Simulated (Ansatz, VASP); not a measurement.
## Pd in VASP and in Ansatz

```
Pd
1.0
    -1.52745    1.52745    1.52745
     1.52745   -1.52745    1.52745
     1.52745    1.52745   -1.52745
Pd
1
Direct
  0.00000 0.00000 0.00000
```

Alike in both runs: functional LDA; k mesh 13 × 13 × 13; occupations gaussian, width 0.01 eV; no spin polarisation.

Ansatz relaxed the structure, and its values are those at the end. VASP's run is a single point on that final structure, the one shown.

|  | VASP | Ansatz |
| --- | --- | --- |
| version | VASP 6.6.1 | Ansatz 0.2.0 |
| potentials or method | VASP PAW LDA potentials, release 64 (Pd) | plane waves, PAW |
| plane-wave cutoff (eV) | 520 | 420 |
| valence electrons in the cell | 10 | 18 |

Ansatz gave:

- pressure (GPa): 0.0

Task: Estimate VASP's values.

Result: Pressure (GPa): 0.2.

LDA's correlation is that of Perdew and Zunger in VASP and of Perdew and Wang (1992) in Ansatz. VASP's potentials hold 10 valence electrons a cell and Ansatz's 18, so a difference there can come from the potentials and not from the codes. Ansatz's warnings: stress scf threshold loose.
